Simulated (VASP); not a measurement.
Crystal: W.

```xyz
1
Lattice="2.6132 0.0000 0.0000 0.0000 2.6132 0.0000 0.0000 0.0000 2.6132" Properties=species:S:1:pos:R:3 pbc="T T T"
W     0.0000    0.0000    0.0000
```

This isn't the form of W at room conditions, which is bcc.

| Property | Result |
| --- | --- |
| Program | VASP 6.6.1 |
| Task | relaxation of cell and atoms |
| Functional | r2SCAN |
| Potentials or basis | VASP PAW PBE potentials, release 64 (W_sv) |
| Cutoff | 600 eV |
| k mesh | 22 × 22 × 22 |
| Occupations | gaussian, width 0.1 eV |
| Spin | no spin polarisation |

At the start: pressure 4.0 GPa; volume 17.85 Å³/atom.

Task: How do energy, volume and symmetry change on relaxing?

Result: Over 3 steps the energy falls by 3.7 meV/atom and the volume is 18.16 Å³/atom (+1.7 %); space group Pm-3m (No. 221, to 0.1 Å) before and after.

Step by step:
```csv
step,energy change (eV),largest force (eV/Å),pressure (GPa),volume (Å³)
1,0.0000,0.0000,3.98,17.85
2,0.0230,0.0000,-9.48,19.02
3,-0.0037,0.0000,-0.06,18.16
```

Final structure:
```xyz
1
Lattice="2.6283 0.0000 0.0000 0.0000 2.6283 0.0000 0.0000 0.0000 2.6283" Properties=species:S:1:pos:R:3 pbc="T T T"
W     0.0000    0.0000    0.0000
```

Caveat: the PAW data sets were made with another functional, which shifts forces and pressure a little.
